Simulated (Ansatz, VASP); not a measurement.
NaF in VASP and in Ansatz

```
Na F
1.0
    -1.66111    1.66111    2.35250
     1.66111   -1.66111    2.35250
     1.66111    1.66111   -2.35250
Na F
1 1
Cartesian
  0.0000 0.0000 1.1763
  0.0000 0.0000 3.5287
```

Alike in both runs: functional PBE; k mesh 8 × 8 × 8; occupations gaussian, width 0.1 eV; no spin polarisation.

Ansatz relaxed the structure, and its values are those at the end. VASP's run is a single point on that final structure, the one shown.

|  | VASP | Ansatz |
| --- | --- | --- |
| version | VASP 6.6.1 | Ansatz 0.2.0 |
| potentials or method | VASP PAW PBE potentials, release 64 (Na_pv, F), cutoff 520 eV | scalar-relativistic, plane waves, PAW |
| valence electrons in the cell | 14 | 16 |

|  | VASP | Ansatz | Ansatz less VASP |
| --- | --- | --- | --- |
| gap on the k mesh at the Fermi level (eV) | 6.07 | 6.09 | +0.016 |
| least direct gap on the mesh (eV) | 6.07 | 6.09 | +0.016 |
| pressure (GPa) | -0.1 | 0.0 | +0.16 |

The functional is the same, so the differences come from potentials, cutoffs and numerics. VASP's potentials hold 14 valence electrons a cell and Ansatz's 16, so a difference there can come from the potentials and not from the codes.
